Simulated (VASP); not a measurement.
## TaN: single point with PBE

TaN:

```
CELL_PARAMETERS angstrom
5.45689 0.00000 0.00000
-2.72844 4.72580 0.00000
0.00000 0.00000 6.10750
ATOMIC_POSITIONS crystal
Ta 0.02591 0.00692 0.98093
Ta 0.35713 0.73592 0.23404
Ta 0.71577 0.33865 0.24273
Ta 0.99122 0.96580 0.49778
Ta 0.34314 0.70689 0.74594
Ta 0.65349 0.33074 0.73808
N 0.40443 0.02461 0.00820
N 0.63053 0.66531 0.98705
N 0.00501 0.39301 0.96958
N 0.38502 0.98798 0.50887
N 0.61211 0.58157 0.44594
N 0.98463 0.37088 0.52232
```

```
Program                : VASP 6.6.1
Task                   : single point
Functional             : PBE
Potentials or basis    : VASP PAW PBE potentials, release 64 (Ta_pv, N)
Cutoff                 : 520 eV
k mesh                 : 2 × 2 × 2
Occupations            : fermi-dirac, width 0.17 eV
Spin                   : no spin polarisation
Dipole correction      : no
Further INCAR settings : ALGO = Normal; EDIFF = 1e-07; NBANDS = 60
```

```
Pressure               : -19.5 GPa
Largest force          : 4.000 eV/Å
Band gap on the k mesh : zero (band 48 reaches 6.72 eV, above the bottom of band 49 at 6.44 eV)
```

Forces on the atoms (eV/Å):
```
Ta  -2.828  0.732  0.323
Ta   1.620 -3.566  0.814
Ta  -0.371  0.906 -0.311
Ta  -0.916  1.247 -0.348
Ta   0.729 -3.099  0.595
Ta   0.823  1.085  0.314
N    0.551  0.969 -1.743
N    0.228 -1.376 -0.424
N    0.269  0.363  1.113
N   -0.416  1.188 -1.212
N   -0.338  1.586  2.126
N    0.649 -0.035 -1.246
```

Stress tensor (GPa, compression positive):
```
-21.86   1.05  -1.40
  1.05 -19.43  -4.09
 -1.40  -4.09 -17.20
```

Levels at points of the mesh, in eV from the Fermi level:
| k point | band 46 | band 47 | band 48 | band 49 | band 50 | band 51 |
| --- | --- | --- | --- | --- | --- | --- |
| (0.00, 0.00, 0.00) | -1.37 | -0.43 | -0.38 | 0.24 | 0.87 | 1.18 |
| (0.50, 0.00, 0.00) | -1.57 | -1.42 | -0.06 | 0.29 | 0.84 | 1.02 |
| (0.00, 0.50, 0.00) | -1.65 | -1.11 | -0.02 | 0.46 | 0.84 | 1.35 |
| (0.50, 0.50, 0.00) | -1.33 | -1.06 | -0.83 | 0.00 | 1.06 | 1.17 |
| (0.00, 0.00, 0.50) | -1.18 | -0.84 | -0.55 | 0.01 | 0.23 | 1.11 |
| (0.50, 0.00, 0.50) | -1.17 | -0.86 | 0.06 | 0.37 | 0.64 | 0.85 |
| (0.00, 0.50, 0.50) | -1.49 | -0.29 | 0.21 | 0.28 | 0.54 | 0.85 |
| (0.50, 0.50, 0.50) | -1.33 | -0.86 | -0.56 | -0.07 | 0.41 | 0.80 |

Wall time 71 s on 1 thread of Intel(R) Xeon(R) Platinum 8488C (Sapphire Rapids) (shared host), peak memory 0.29 GiB.

Caveat: the k points lie up to 0.66 Å⁻¹ apart; spin-orbit coupling is left out, which moves the levels of the heavy elements; forces of over 1 eV/Å act on the atoms, so gaps and moduli don't describe the material at rest.
